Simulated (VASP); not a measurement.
# Sb (R-3m) in VASP: notebook

Sb is run at these levels: PBEsol; tasks: relaxation of cell and atoms, single point.

Everything below comes from runs of VASP 6.6.1. Logs are shortened: lines on timing, memory, paths and dates and some standing lists are left out, and cuts for length are marked.

## (1) The cell of the first run

Symmetry: R-3m, No. 166, trigonal system. The conventional cell has a = 4.220 Å, b = 4.220 Å, c = 11.044 Å, α = 90.00°, β = 90.00°, γ = 120.00°. Within 3.8 Å of Sb (site symmetry 3m) lie 6 Sb at 2.85 to 3.29 Å.

## (2) Relaxation of cell and atoms, PBEsol

INCAR

```
SYSTEM = Sb
PREC = Accurate
ENCUT = 600
EDIFF = 1E-6
ISMEAR = -1
SIGMA = 0.05
LREAL = .FALSE.
LASPH = .TRUE.
NELM = 60
ALGO = Normal
ISIF = 3
LWAVE = .FALSE.
LCHARG = .FALSE.
GGA = PS
IBRION = 2
NSW = 100
EDIFFG = -0.005
```

KPOINTS

```
regular mesh
0
G
  9 9 9
  0 0 0
```

POSCAR

```
Sb
1.0
    2.1102243954      1.2183386227      3.6812845966
   -2.1102243954      1.2183386227      3.6812845966
    0.0000000000     -2.4366772455      3.6812845966
Sb
2
Direct
    0.2334900000      0.2334900000      0.2334900000
    0.7665100000      0.7665100000      0.7665100000
```

Potentials or basis: VASP PAW PBE potentials, release 64 (Sb).

Command:

```bash
> cat potpaw_PBE.64/Sb/POTCAR > POTCAR
> mpirun -np 1 vasp_std > vasp.out
```

OUTCAR:

```text
SYSTEM = Sb
   PREC = Accurate
   ENCUT = 600
   EDIFF = 1E-6
   ISMEAR = -1
   LREAL = .FALSE.
   LASPH = .TRUE.
   NELM = 60
   ISIF = 3
   GGA = PS
   IBRION = 2
   NSW = 100
   EDIFFG = -0.005

 ion  position               nearest neighbor table
   1  0.233  0.233  0.233-   2 2.85   2 2.85   2 2.85   2 3.29   2 3.29   2 3.29
   2  0.767  0.767  0.767-   1 2.85   1 2.85   1 2.85   1 3.29   1 3.29   1 3.29

  LATTYP: Found a trigonal (rhomboedric) cell.
 ALAT       =     4.4146633257
 COS(alpha) =     0.5430253624

  Lattice vectors:

 A1 = (   2.1102243954,   1.2183386227,   3.6812845966)
 A2 = (  -2.1102243954,   1.2183386227,   3.6812845966)
 A3 = (   0.0000000000,  -2.4366772455,   3.6812845966)

Analysis of symmetry for initial positions (statically):
=====================================================================
 Subroutine PRICEL returns:
 Original cell was already a primitive cell.

 Routine SETGRP: Setting up the symmetry group for a
 trigonal (rhombohedral) supercell.

 Subroutine GETGRP returns: Found 12 space group operations
 (whereof 12 operations were pure point group operations)
 out of a pool of 12 trial point group operations.

The static configuration has the point symmetry D_3d.

Analysis of symmetry for dynamics (positions and initial velocities):
=====================================================================
 Subroutine PRICEL returns:
 Original cell was already a primitive cell.

 Routine SETGRP: Setting up the symmetry group for a
 trigonal (rhombohedral) supercell.

 Subroutine GETGRP returns: Found 12 space group operations
 (whereof 12 operations were pure point group operations)
 out of a pool of 12 trial point group operations.

The dynamic configuration has the point symmetry D_3d.

 Subroutine INISYM returns: Found 12 space group operations
 (whereof 12 operations are pure point group operations),
 and found     1 'primitive' translations

----------------------------------------------------------------------------------------

                                     Primitive cell

  volume of cell :      56.7868

  direct lattice vectors                    reciprocal lattice vectors
     2.110224395  1.218338623  3.681284597     0.236941626  0.136798312  0.090548102
    -2.110224395  1.218338623  3.681284597    -0.236941626  0.136798312  0.090548102
     0.000000000 -2.436677245  3.681284597     0.000000000 -0.273596623  0.090548102

  length of vectors
     4.414663326  4.414663326  4.414663326     0.288191032  0.288191032  0.288191032

  position of ions in fractional coordinates (direct lattice)
     0.233490000  0.233490000  0.233490000
     0.766510000  0.766510000  0.766510000

  ion indices of the primitive-cell ions
   primitive index   ion index
                 1           1
                 2           2

----------------------------------------------------------------------------------------

 KPOINTS: regular mesh

Automatic generation of k-mesh.
 Grid dimensions read from file:
 generate k-points for:    9    9    9

 Generating k-lattice:

  Cartesian coordinates                     Fractional coordinates (reciprocal lattice)
     0.026326847  0.015199812  0.010060900     0.111111111  0.000000000  0.000000000
    -0.026326847  0.015199812  0.010060900     0.000000000  0.111111111  0.000000000
     0.000000000 -0.030399625  0.010060900    -0.000000000 -0.000000000  0.111111111

  Length of vectors
     0.032021226  0.032021226  0.032021226

  Shift w.r.t. Gamma in fractional coordinates (k-lattice)
     0.000000000  0.000000000  0.000000000

 Subroutine IBZKPT returns following result:
 ===========================================

 Found     85 irreducible k-points:

 Following reciprocal coordinates:
            Coordinates               Weight
  0.000000  0.000000  0.000000      1.000000
  0.111111  0.000000 -0.000000      6.000000
  0.222222  0.000000  0.000000      6.000000
  0.333333  0.000000  0.000000      6.000000
  0.444444  0.000000  0.000000      6.000000
  0.111111  0.111111 -0.000000      6.000000
[... 16 lines left out ...]
 -0.333333  0.333333  0.000000      6.000000
  0.444444  0.444444  0.000000      6.000000
 [... further k-points ...]
   k-points           NKPTS =     85   k-points in BZ     NKDIM =     85   number of bands    NBANDS=      9
   number of dos      NEDOS =    301   number of ions     NIONS =      2
   total plane-waves  NPLWV =  46656
   dimension x,y,z NGX =    36 NGY =   36 NGZ =   36
   dimension x,y,z NGXF=    72 NGYF=   72 NGZF=   72
   ions per type =               2
   NGX,Y,Z   is equivalent  to a cutoff of  13.56, 13.56, 13.56 a.u.
   NGXF,Y,Z  is equivalent  to a cutoff of  27.11, 27.11, 27.11 a.u.
 SYSTEM =  Sb
   PREC   = accura    normal or accurate (medium, high low for compatibility)
   ISTART =      0    job   : 0-new  1-cont  2-samecut
   ICHARG =      2    charge: 1-file 2-atom 10-const
   ISPIN  =      1    spin polarized calculation?
   LNONCOLLINEAR =      F non collinear calculations
   LSORBIT =      F    spin-orbit coupling
   LASPH  =      T    aspherical Exc in radial PAW
   ENCUT  =  600.0 eV  44.10 Ry    6.64 a.u.   8.82  8.82  8.82*2*pi/ulx,y,z
   NELM   =     60;   NELMIN=  2; NELMDL= -5     # of ELM steps
   EDIFF  = 0.1E-05   stopping-criterion for ELM
   LREAL  =      F    real-space projection
   EDIFFG = -.5E-02   stopping-criterion for IOM
   NSW    =    100    number of steps for IOM
   IBRION =      2    ionic relax: 0-MD 1-quasi-New 2-CG
   NFREE  =      1    steps in history (QN), initial steepest desc. (CG)
   ISIF   =      3    stress and relaxation
   ISYM   =      2    0-nonsym 1-usesym 2-fastsym
   POTIM  = 0.5000    time-step for ionic-motion
   TEBEG  =    0.0;   TEEND  =   0.0 temperature during run
   PSTRESS=    0.0 pullay stress
   NELECT =      10.0000    total number of electrons
   NUPDOWN=      -1.0000    fix difference up-down
   EMIN   =  10.00;   EMAX   =-10.00  energy-range for DOS
   EFERMI =   0.00;   METHOD = LEGACY
   ISMEAR =    -1;   SIGMA  =   0.05  broadening in eV -4-tet -1-fermi 0-gaus
   EFERMI_NEDOS =   21; number of points for ismear=-14 and -15
   IALGO  =     38    algorithm
   IMIX   =      4    mixing-type and parameters
     AMIX     =   0.40;   BMIX     =  1.00
     AMIX_MAG =   1.60;   BMIX_MAG =  1.00
  volume/ion in A,a.u.               =      28.39       191.61
  Fermi-wavevector in a.u.,A,eV,Ry     =   0.917612  1.734035 11.456265  0.842012
  Thomas-Fermi vector in A             =   2.042600
   LORBIT       =      0    0 simple, 1 ext, 2 COOP (PROOUT), +10 PAW based schemes
   GGA     = PS    functional components
   LHFCALC =     F    Hartree Fock is set to
   AEXX    =    0.0000 exact exchange contribution
   IVDW    =     0    specifies the selected vdW correction
   LEPSILON=     F    determine dielectric tensor
   LRPA    =     F    only Hartree local field effects (RPA)
 conjugate gradient relaxation of ions
 non-spin polarized calculation
  energy-cutoff  :      600.00
  volume of cell :       56.79
 maximum number of plane-waves:      1935
   NGX = 17   NGY = 17   NGZ = 17

--------------------------------------- Ionic step        1  -------------------------------------------

 number of electron      10.0000000 magnetization

 Free energy of the ion-electron system (eV)
  ---------------------------------------------------
  ext. energy  EPLUGINS =         0.00000000
  ---------------------------------------------------
  free energy    TOTEN  =        -9.06686197 eV

  energy without entropy =       -9.06441886  energy(sigma->0) =       -9.06564042

------------------------ aborting loop because EDIFF is reached ----------------------------------------

  FORCE on cell =-STRESS in cart. coord.  units (eV):
  Direction    XX          YY          ZZ          XY          YZ          ZX
  --------------------------------------------------------------------------------------
  -------------------------------------------------------------------------------------
  Total        1.7239480      1.7239480      1.2600941      0.0000000     -0.0000000      0.0000000
  in kB       48.6393135     48.6393135     35.5521837      0.0000000     -0.0000000      0.0000000
  external PRESSURE =      44.2769369 kB  Pullay stress =       0.0000000 kB
[... 89 lines left out ...]
  FREE ENERGIE OF THE ION-ELECTRON SYSTEM (eV)
  ---------------------------------------------------
  free  energy   TOTEN  =        -9.1211040649 eV

  energy  without entropy=       -9.1191401632  energy(sigma->0) =       -9.12012211

[... ionic steps 4 to 7 ...]

--------------------------------------- Ionic step        8  -------------------------------------------

 number of electron      10.0000000 magnetization

------------------------ aborting loop because EDIFF is reached ----------------------------------------

  FORCE on cell =-STRESS in cart. coord.  units (eV):
  Direction    XX          YY          ZZ          XY          YZ          ZX
  --------------------------------------------------------------------------------------
  -------------------------------------------------------------------------------------
  Total       -0.0626863     -0.0626863     -0.0388841     -0.0000000      0.0000000     -0.0000000
  in kB       -1.6753238     -1.6753238     -1.0391989     -0.0000000      0.0000000     -0.0000000
  external PRESSURE =      -1.4632821 kB  Pullay stress =       0.0000000 kB
[... 57 lines left out ...]
  energy  without entropy=       -9.1205076894  energy(sigma->0) =       -9.12163430

--------------------------------------- Ionic step       10  -------------------------------------------

 number of electron      10.0000000 magnetization

 Free energy of the ion-electron system (eV)
  ---------------------------------------------------
  ext. energy  EPLUGINS =         0.00000000
  ---------------------------------------------------
  free energy    TOTEN  =        -9.12278874 eV

  energy without entropy =       -9.12048287  energy(sigma->0) =       -9.12163581

 E-fermi :   7.1969     XC(G=0):  -9.7161

 val. band max:        7.1573151170   @ k =   0.3333   0.1111   0.1111
 cond. band min:       7.2112532182   @ k =   0.4444   0.0000   0.0000
 fundamental gap:      0.0539381012
 Fermi energy:         7.1969037980

 k-point     1 :       0.0000    0.0000    0.0000
  band No.  band energies     occupation
      1      -5.5121      2.00000
      2       2.4902      2.00000
      3       5.2567      2.00000
      4       5.4127      2.00000
      5       5.4127      2.00000
      6       9.5266      0.00000
      7      10.0262      0.00000
      8      10.0262      0.00000
      9      12.1609      0.00000
[... 265 lines left out ...]
 k-point    24 :       0.4444    0.4444    0.0000
  band No.  band energies     occupation
      1      -3.2549      2.00000
      2      -0.5857      2.00000
      3       1.8473      2.00000
      4       3.5143      2.00000
      5       3.5498      2.00000
      6       8.8193      0.00000
      7      12.1694      0.00000
      8      12.5806      0.00000
      9      13.8348      0.00000

 [... further k-points ...]

------------------------ aborting loop because EDIFF is reached ----------------------------------------

  FORCE on cell =-STRESS in cart. coord.  units (eV):
  Direction    XX          YY          ZZ          XY          YZ          ZX
  --------------------------------------------------------------------------------------
  -------------------------------------------------------------------------------------
  Total       -0.0039565     -0.0039565      0.0009495     -0.0000000     -0.0000000      0.0000000
  in kB       -0.1059856     -0.1059856      0.0254353     -0.0000000     -0.0000000      0.0000000
  external PRESSURE =      -0.0621787 kB  Pullay stress =       0.0000000 kB
[... 17 lines left out ...]
  FREE ENERGIE OF THE ION-ELECTRON SYSTEM (eV)
  ---------------------------------------------------
  free  energy   TOTEN  =        -9.1227887429 eV

  energy  without entropy=       -9.1204828726  energy(sigma->0) =       -9.12163581

 reached required accuracy - stopping structural energy minimisation
```

It took 1.8 min on 1 thread of Intel Xeon 6975P-C (Granite Rapids), shared host; peak memory 0.23 GiB.

Results:

```
Free energy                            : -9.1228 eV
Relaxed volume                         : 29.90 Å³/atom
Relaxed cell                           : a = 4.456 Å, b = 4.456 Å, c = 4.456 Å, α = 58.07°, β = 58.07°, γ = 58.07°
Space group after relaxing (to 0.05 Å) : R-3m (No. 166)
Energy gained by relaxing              : 28.0 meV/atom
Ionic steps                            : 10
Pressure after relaxing                : 0.0 GPa
Band gap on the k mesh                 : 0.05 eV, indirect (least direct gap 0.44 eV)
```

Forces in eV/Å, atoms in the order of the input:
```
Sb   0.000  0.000  0.003
Sb   0.000  0.000 -0.003
```

The path:
```
step  energy change (eV)  largest force (eV/Å)  pressure (GPa)  volume (Å³)
   1              0.0000                0.5474            4.43        56.79
   2             -0.0188                0.2781           -3.06        63.48
   3             -0.0542                0.0448           -0.12        60.33
   4             -0.0542                0.0537           -0.04        60.25
   5             -0.0549                0.0474           -0.02        60.14
   6             -0.0558                0.0293            0.07        59.82
   7             -0.0558                0.0272            0.08        59.78
   8             -0.0558                0.0087           -0.15        59.95
   9             -0.0559                0.0094           -0.04        59.86
  10             -0.0559                0.0030           -0.01        59.81
```

Final structure:
```yaml
crystal:
  lattice:
    - [2.16291, 1.24876, 3.69064]
    - [-2.16291, 1.24876, 3.69064]
    - [0.00000, -2.49752, 3.69064]
  atoms:
    - { symbol: Sb, position: [0.23584, 0.23584, 0.23584] }
    - { symbol: Sb, position: [0.76416, 0.76416, 0.76416] }
```

Caveat: the PAW data sets were made with another functional, which shifts forces and pressure a little; spin-orbit coupling is left out, which moves the levels of the heavy elements. A k mesh can miss the band edges.

(Part 1 of 3 ends here.)
